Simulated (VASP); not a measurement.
Here is a VASP 6.6.1 calculation.

The input INCAR:

```
PREC     = Accurate       # precision mode
ENCUT    = 520            # plane-wave cutoff, eV
EDIFF    = 1E-6           # SCF threshold, eV
ISMEAR   = 0              # smearing method
SIGMA    = 0.05           # smearing width, eV
LREAL    = False          # projectors in reciprocal space
LASPH    = True           # aspherical terms in the spheres
NELM     = 100            # most SCF steps
ALGO     = Normal         # electronic algorithm
ISIF     = 2              # what is computed and relaxed
LWAVE    = False          # write WAVECAR
LCHARG   = False          # write CHGCAR
GGA      = CA             # functional
NBANDS   = 31             # bands
```

Contents of KPOINTS:

```
Automatic mesh
0
Gamma
  10 10 3
```

POSCAR

```
C
1.0
   -2.4912907516      0.0000000000      0.0000000000
   -1.2456453758     -2.1575210791      0.0000000000
   -0.3115359085     -0.1798653406     10.2538776052
C
10
Direct
   -0.3394421100     -0.3394421100      0.8741556576
    0.6729721300      0.6729721300      0.7252443424
    0.0562802280      0.0562802280      0.1257869493
    0.6939497920      0.6939497920      0.4736130507
    0.0438577576      0.0438577576      0.2747969895
    0.7063722624      0.7063722624      0.3246030105
   -0.0102886207     -0.0102886207      0.9242937306
    0.3438186407      0.3438186407      0.6751062694
    0.3937920106      0.3937920106      0.0756656066
    0.3564380094      0.3564380094      0.5237343934
```

Potentials or basis: VASP PAW LDA potentials, release 64 (C).

Run with:

```console
$ cat potpaw_LDA.64/C/POTCAR > POTCAR
$ mpirun -np 1 vasp_std > vasp.out
```

Problem. Predict the largest force.

Solution. 3.998 eV/Å.

Problem. Estimate the band gap on the k mesh.

Solution. Zero (band 20 reaches 10.80 eV, above the bottom of band 21 at 10.49 eV).

Problem. What does it give for the pressure?

Solution. 5.8 GPa.

Stress tensor (GPa, compression positive):
```
-0.79  5.28 -4.27
 5.28 -6.88 -2.47
-4.27 -2.47 25.09
```

Caveat: forces of over 1 eV/Å act on the atoms, so gaps and moduli don't describe the material at rest.
